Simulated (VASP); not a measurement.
## Mg2Si: single point with r2SCAN

The system is Mg2Si.

```xyz
3
Lattice="0.0000 3.1043 3.1043 3.1043 0.0000 3.1043 3.1043 3.1043 0.0000" Properties=species:S:1:pos:R:3 pbc="T T T"
Mg    1.5521    1.5521    1.5521
Mg    4.6564    4.6564    4.6564
Si    0.0000    0.0000    0.0000
```

```json
{"Program": "VASP 6.6.1", "Task": "single point", "Functional": "r2SCAN", "Potentials or basis": "VASP PAW PBE potentials, release 64 (Mg, Si)", "Cutoff": "660 eV", "k mesh": "6 × 6 × 6", "Occupations": "gaussian, width 0.01 eV", "Spin": "no spin polarisation", "Dipole correction": "no", "Further INCAR settings": "ALGO = Normal; EDIFF = 1e-06; NBANDS = 11"}
```

- Pressure: 3.8 GPa
- Band gap on the k mesh: 0.37 eV (least direct gap 2.50 eV)

Levels at points of the mesh, in eV from the valence-band top:
```
           k point  band 1  band 2  band 3  band 4  band 5  band 6  band 7  band 8  band 9
(0.00, 0.00, 0.00)   -9.83    0.00    0.00    0.00    2.90    2.93    2.93    2.93    6.03
(0.50, 0.00, 0.00)   -8.21   -5.12   -0.76   -0.76    2.00    2.86    2.86    5.80    8.70
(0.50, 0.50, 0.00)   -7.58   -4.72   -2.13   -2.13    0.37    0.85    9.07    9.07    9.31
```

It took 2.2 min on 1 thread of Intel Xeon 8259CL (shared host), peak memory 0.26 GiB.

Caveat: the cell stands under pressure; semilocal functionals underestimate gaps, and a narrow one can read as zero; the PAW data sets were made with another functional, which shifts forces and pressure a little. A k mesh can miss the band edges.
